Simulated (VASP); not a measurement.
A run of VASP 6.6.1:

Contents of INCAR:

```
PREC = Accurate ; ENCUT = 520
EDIFF = 1E-7 ; ISMEAR = 0
SIGMA = 0.05 ; LREAL = Auto
LASPH = T ; NELM = 80
ALGO = Normal ; ISIF = 2
LWAVE = F ; LCHARG = T
GGA = PE ; LELF = T
LVHAR = T ; NBANDS = 46
```

Contents of KPOINTS:

```
Automatic mesh
0
Gamma
  6 6 6
```

The input POSCAR:

```
BAs
1.0
    0.0000000000      4.8088223233     -4.8088223233
    4.8088223233      4.8088223233      0.0000000000
    4.8088223233      0.0000000000     -4.8088223233
B As
8 8
Direct
    0.0000000000      0.0000000000      0.5000000000
    0.0000000000      0.5000000000      0.5000000000
    0.5000000000      0.0000000000      0.5000000000
    0.5000000000      0.5000000000      0.5000000000
    0.0000000000      0.0000000000      1.0000000000
    0.0000000000      0.5000000000      1.0000000000
    0.5000000000      0.0000000000      1.0000000000
    0.5000000000      0.5000000000      1.0000000000
    0.1250000000      0.1250000000      0.1250000000
    0.1250000000      0.6250000000      0.1250000000
    0.6250000000      0.1250000000      0.1250000000
    0.6250000000      0.6250000000      0.1250000000
    0.1250000000      0.1250000000      0.6250000000
    0.1250000000      0.6250000000      0.6250000000
    0.6250000000      0.1250000000      0.6250000000
    0.6250000000      0.6250000000      0.6250000000
```

Potentials or basis: VASP PAW PBE potentials, release 64 (B, As).

Run with:

```console
$ cat potpaw_PBE.64/B/POTCAR potpaw_PBE.64/As/POTCAR > POTCAR
$ mpirun -np 1 vasp_std > vasp.out
```

Hardware: 1 thread of Intel(R) Xeon(R) Platinum 8488C (Sapphire Rapids), with other jobs on the host.

Problem. Estimate the wall time of this run.

Solution. Wall time 6.7 min on 1 thread of Intel(R) Xeon(R) Platinum 8488C (Sapphire Rapids), with other jobs on the host, peak memory 0.43 GiB. Counts: scf iterations 16, k points 16.
